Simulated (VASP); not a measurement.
# TiW2C3: single point with PBE

Crystal: TiW2C3.

```
CELL_PARAMETERS angstrom
3.05425 0.00000 0.00000
-1.52713 2.64506 0.00000
0.00000 0.00000 7.68751
ATOMIC_POSITIONS crystal
Ti 0.00000 0.00000 0.50000
W 0.66667 0.33333 0.82722
W 0.33333 0.66667 0.17278
C 0.33333 0.66667 0.66404
C 0.66667 0.33333 0.33596
C 0.00000 0.00000 0.00000
```

```json
{"Program": "VASP 6.6.1", "Task": "single point", "Functional": "PBE", "Potentials or basis": "VASP PAW PBE potentials, release 64 (Ti_sv, W_sv, C)", "Cutoff": "520 eV", "k mesh": "6 × 6 × 2", "Occupations": "gaussian, width 0.1 eV", "Spin": "no spin polarisation"}
```

```
Pressure               : 0.7 GPa
Largest force          : 0.014 eV/Å
Band gap on the k mesh : zero (bands 26 and 27 overlap by 1.37 eV)
```

Forces on the atoms (eV/Å):
```
Ti   0.000  0.000  0.000
W    0.000  0.000 -0.014
W    0.000  0.000  0.014
C    0.000  0.000 -0.009
C    0.000  0.000  0.009
C    0.000  0.000  0.000
```

Levels at points of the mesh, in eV from the Fermi level:
```tsv
k point	band 23	band 24	band 25	band 26	band 27	band 28	band 29	band 30
(0.00, 0.00, 0.00)	-1.81	-1.81	-0.76	-0.40	-0.40	-0.09	-0.09	0.04
(0.50, 0.00, 0.00)	-4.14	-2.20	-1.81	-0.33	0.62	1.33	1.70	1.90
(0.00, 0.00, 0.50)	-2.44	-2.44	-1.32	-1.32	-0.66	-0.66	0.06	0.59
(0.50, 0.00, 0.50)	-3.56	-2.92	-1.92	-1.51	1.46	1.60	2.06	2.30
```

Run time: 24 s on 1 thread of AMD EPYC 9R45 96-Core Processor (Zen 5), with other jobs on the host, peak memory 0.16 GiB.

Caveat: the k points lie up to 0.41 Å⁻¹ apart, too coarse for converged energies and pressures of a metal; spin-orbit coupling is left out, which moves the levels of the heavy elements.
